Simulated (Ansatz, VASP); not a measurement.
## One calculation of Rh, two programs

INCAR

```
PREC = Accurate ; ENCUT = 600
EDIFF = 1E-6 ; ISMEAR = -1
SIGMA = 0.15 ; LREAL = False
LASPH = True ; NELM = 80
ALGO = Normal ; ISIF = 3
LWAVE = False ; LCHARG = False
GGA = CA ; IBRION = 2
NSW = 80 ; EDIFFG = -0.001
```

Contents of KPOINTS:

```
regular mesh
0
Gamma
  20 20 20
```

POSCAR

```
Rh
1.0
    0.0000000000      1.8770355637      1.8770355637
    1.8770355637      0.0000000000      1.8770355637
    1.8770355637      1.8770355637      0.0000000000
Rh
1
Direct
    0.0000000000      0.0000000000      0.0000000000
```

Input for Ansatz:

```yaml
crystal:
  lattice:
    - [0.0, 1.8770355637, 1.8770355637]
    - [1.8770355637, 0.0, 1.8770355637]
    - [1.8770355637, 1.8770355637, 0.0]
  atoms:
    - { symbol: Rh, position: [0.0, 0.0, 0.0] }
basis:
  ecutwfc: 420
kpoints:
  mp_grid: { grid: [20, 20, 20] }
hamiltonian:
  xc: lda
  pseudopotentials: { kind: paw, azcp: { folder: soft_1 } }
scf:
  occupations: { method: fermi_dirac, width: 0.15 }
output:
  forces: true
  stress: true
  eigenvalues: true
relax:
  adjacent_minimum: "off"
  f_tol: 0.001
  max_steps: 60
  cell: { stress_tol: 0.01 }
```

Alike in both runs: task relaxation of cell and atoms; functional LDA; k mesh 20 × 20 × 20; occupations fermi-dirac, width 0.15 eV; no spin polarisation.

```csv
,VASP,Ansatz
version,VASP 6.6.1,Ansatz 0.2.0
potentials or method,"VASP PAW LDA potentials, release 64 (Rh_pv), cutoff 600 eV","scalar-relativistic, plane waves, PAW"
valence electrons in the cell,15,17
```

```csv
,VASP,Ansatz,Ansatz less VASP
"gap on the k mesh at the Fermi level, each at its own relaxed structure (eV)",none,none,-
relaxed volume (Å³/atom),13.30,13.27,-0.030
relaxed cell length with the largest relative difference (Å),2.659,2.657,-0.0020
```

Ansatz warns that its potentials were made for another functional, while VASP's fit it. LDA's correlation is that of Perdew and Zunger in VASP and of Perdew and Wang (1992) in Ansatz. A gap of «none» marks a metal or a gap that the smearing closes. VASP's potentials hold 15 valence electrons a cell and Ansatz's 17, so a difference there can come from the potentials and not from the codes.
